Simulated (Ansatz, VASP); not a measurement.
HfN in VASP and in Ansatz

The input INCAR:

```
PREC     = Accurate       # precision mode
ENCUT    = 520            # plane-wave cutoff, eV
EDIFF    = 1E-6           # SCF threshold, eV
ISMEAR   = 0              # smearing method
SIGMA    = 0.15           # smearing width, eV
LREAL    = F              # projectors in reciprocal space
LASPH    = T              # aspherical terms in the spheres
NELM     = 60             # most SCF steps
ALGO     = Normal         # electronic algorithm
ISIF     = 2              # what is computed and relaxed
LWAVE    = F              # write WAVECAR
LCHARG   = F              # write CHGCAR
GGA      = PS             # functional
NBANDS   = 23             # bands
```

The input KPOINTS:

```
regular mesh
0
Gamma
  18 18 10
```

File POSCAR:

```
HfN
1.0
    3.2215385255      0.0000000000      0.0000000000
   -1.6107692628      2.7899342023      0.0000000000
    0.0000000000      0.0000000000      5.2292078537
Hf N
2 2
Direct
    0.6666666667      0.3333333333      0.7500000000
    0.3333333333      0.6666666667      0.2500000000
    0.0000000000      0.0000000000      0.0000000000
    0.0000000000      0.0000000000      0.5000000000
```

Input for Ansatz:

```yaml
crystal:
  lattice:
    - [3.2215385255, 0.0, 0.0]
    - [-1.6107692628, 2.7899342023, 0.0]
    - [0.0, 0.0, 5.2292078537]
  atoms:
    - { symbol: Hf, position: [0.6666666667, 0.3333333333, 0.75] }
    - { symbol: Hf, position: [0.3333333333, 0.6666666667, 0.25] }
    - { symbol: "N", position: [0.0, 0.0, 0.0] }
    - { symbol: "N", position: [0.0, 0.0, 0.5] }
basis:
  ecutwfc: 420
kpoints:
  mp_grid: { grid: [18, 18, 10] }
hamiltonian:
  xc: pbesol
scf:
  occupations: { method: gaussian, width: 0.15 }
output:
  forces: true
  stress: true
  eigenvalues: true
```

Change from the starting cell: strain +0.030 along x and y, -0.030 along z, atoms carried along.

Alike in both runs: task single point; functional PBEsol; k mesh 18 × 18 × 10; occupations gaussian, width 0.15 eV; no spin polarisation.

|  | VASP | Ansatz |
| --- | --- | --- |
| version | VASP 6.6.1 | Ansatz 0.2.0 |
| potentials or method | VASP PAW PBE potentials, release 64 (Hf_pv, N), cutoff 520 eV | scalar-relativistic, plane waves, PAW |
| valence electrons in the cell | 30 | 62 |

```csv
,VASP,Ansatz,Ansatz less VASP
gap on the k mesh at the Fermi level (eV),none,none,-
pressure (GPa),-9.3,-7.3,+1.99
"traceless stress, the component that is largest in VASP (GPa)",17.91,17.66,-0.253
```

VASP's potentials were made for PBE, not for PBEsol. A gap of «none» marks a metal or a gap that the smearing closes. VASP's potentials hold 30 valence electrons a cell and Ansatz's 62, so a difference there can come from the potentials and not from the codes.

Spin-orbit coupling is off throughout.
